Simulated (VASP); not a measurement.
Ti: relaxation of cell and atoms with PBE

Crystal: Ti.

```
CELL_PARAMETERS angstrom
2.80027 0.00000 0.00000
-1.40014 2.42511 0.00000
0.00000 0.00000 4.53644
ATOMIC_POSITIONS crystal
Ti 0.33333 0.66667 0.25000
Ti 0.66667 0.33333 0.75000
```

| Item | Value |
| --- | --- |
| Program | VASP 6.6.1 |
| Task | relaxation of cell and atoms |
| Functional | PBE |
| Potentials or basis | VASP PAW PBE potentials, release 64 (Ti_sv) |
| Cutoff | 600 eV |
| k mesh | 16 × 16 × 9 |
| Occupations | fermi-dirac, width 0.1 eV |
| Spin | no spin polarisation |
| Target pressure | 16 GPa |
| Dipole correction | no |
| Further INCAR settings | ALGO = Normal; EDIFF = 1e-07; IBRION = 2; EDIFFG = -0.005; NSW = 60; ISIF = 3 |

```json
{"Relaxed volume": "15.44 Å³/atom", "Relaxed cell": "a = 2.820 Å, b = 2.820 Å, c = 4.481 Å, α = 90.00°, β = 90.00°, γ = 120.00°", "Space group after relaxing (to 0.05 Å)": "P6_3/mmc (No. 194)", "Energy change on relaxing (the enthalpy is what falls)": "-5.0 meV/atom", "Ionic steps": "5", "Pressure after relaxing": "16.0 GPa", "Band gap on the k mesh": "zero (band 12 reaches 10.48 eV, above the bottom of band 13 at 9.37 eV)"}
```

The path:
```csv
step,energy change (eV),largest force (eV/Å),pressure (GPa),volume (Å³)
1,0.0000,0.0000,16.32,30.81
2,-0.0164,0.0000,15.62,30.94
3,-0.0219,0.0000,15.37,31.00
4,0.0037,0.0000,16.76,30.74
5,-0.0100,0.0000,16.02,30.87
```

Final structure:
```
Ti
1.0
     2.82042    0.00000    0.00000
    -1.41021    2.44255    0.00000
     0.00000    0.00000    4.48149
Ti
2
Direct
  0.33333 0.66667 0.25000
  0.66667 0.33333 0.75000
```

Levels at points of the mesh, in eV from the Fermi level:
```tsv
k point	band 8	band 9	band 10	band 11	band 12	band 13	band 14	band 15	band 16
(0.00, 0.00, 0.00)	-32.33	-6.45	-2.97	0.86	0.86	0.98	1.14	1.44	1.44
(0.50, 0.00, 0.00)	-32.44	-2.51	-2.48	-2.15	-0.44	0.54	0.76	1.37	3.90
```

It took 3.9 min on 1 thread of Intel(R) Xeon(R) 6975P-C (Granite Rapids), on a shared host, peak memory 0.21 GiB.

Caveat: the cell is relaxed towards a set pressure, so the enthalpy falls and the energy may rise.
